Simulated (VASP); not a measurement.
Input of a VASP 6.6.1 run:

The input INCAR:

```
SYSTEM = MgS
ALGO = Normal ; EDIFF = 1E-7
ENCUT = 520 ; GGA = PS
ISIF = 2 ; ISMEAR = -1
LASPH = .TRUE. ; LCHARG = .TRUE.
LELF = .TRUE. ; LREAL = .FALSE.
LVHAR = .TRUE. ; LWAVE = .FALSE.
NBANDS = 11 ; NELM = 60
PREC = Accurate ; SIGMA = 0.05
```

The input KPOINTS:

```
k-points
0
G
  7 7 7
  0 0 0
```

The input POSCAR:

```
MgS
1.0
    0.0000000000      2.8614512473      2.8331200468
    2.8614512473      0.0000000000      2.8331200468
    2.8614512473      2.8614512473      0.0000000000
S Mg
1 1
Direct
    0.2500000000      0.2500000000      0.2500000000
    0.0000000000      0.0000000000      0.0000000000
```

Potentials or basis: VASP PAW PBE potentials, release 64 (S, Mg).

Run with:

```console
$ cat potpaw_PBE.64/S/POTCAR potpaw_PBE.64/Mg/POTCAR > POTCAR
$ mpirun -np 1 vasp_std > vasp.out
```

(1) Estimate the band gap on the k mesh.

(2) What does it give for the pressure?

Results:

(1) 3.17 eV, direct.

(2) -1.6 GPa.

Caveat: the PAW data sets were made with another functional, which shifts forces and pressure a little.
